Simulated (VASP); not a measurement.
Wanted: the native input for a VASP 6.6.1 run.

```
Task                   : single point
Functional             : PBE
Potentials or basis    : VASP PAW PBE potentials, release 64 (Mg, S)
Cutoff                 : 520 eV
k mesh                 : 6 × 6 × 4
Occupations            : fermi-dirac, width 0.02 eV
Spin                   : no spin polarisation
Dipole correction      : no
Further INCAR settings : ALGO = Normal; EDIFF = 1e-06; NBANDS = 16
```

The structure of MgS lies in POSCAR:

```
MgS
1.0
    4.0546560541      0.0000000000      0.0000000000
   -2.0273280271      3.5114351465      0.0000000000
    0.0000000000      0.0000000000      6.4907642874
Mg S
2 2
Direct
    0.6666666667      0.3333333333      0.4970164513
    0.3333333333      0.6666666667      0.9970164513
    0.3333333333      0.6666666667      0.3779825487
    0.6666666667      0.3333333333      0.8779825487
```

The input as run:

INCAR

```
PREC = Accurate
ENCUT = 520
EDIFF = 1E-6
ISMEAR = -1
SIGMA = 0.02
LREAL = False
LASPH = True
NELM = 80
ALGO = Normal
ISIF = 2
LWAVE = False
LCHARG = False
GGA = PE
NBANDS = 16
```

KPOINTS

```
Automatic mesh
0
Gamma
  6 6 4
```

Potentials or basis: VASP PAW PBE potentials, release 64 (Mg, S).

The run is started by

```sh
$ cat potpaw_PBE.64/Mg/POTCAR potpaw_PBE.64/S/POTCAR > POTCAR
$ mpirun -np 1 vasp_std > vasp.out
```

Results of the run:

- Pressure: -0.1 GPa
- Band gap on the k mesh: 3.37 eV, direct

It took 28 s on 1 thread of Intel(R) Xeon(R) Platinum 8259CL CPU @ 2.50GHz (Skylake/Cascade Lake), with other jobs on the host, peak memory 0.2 GiB.
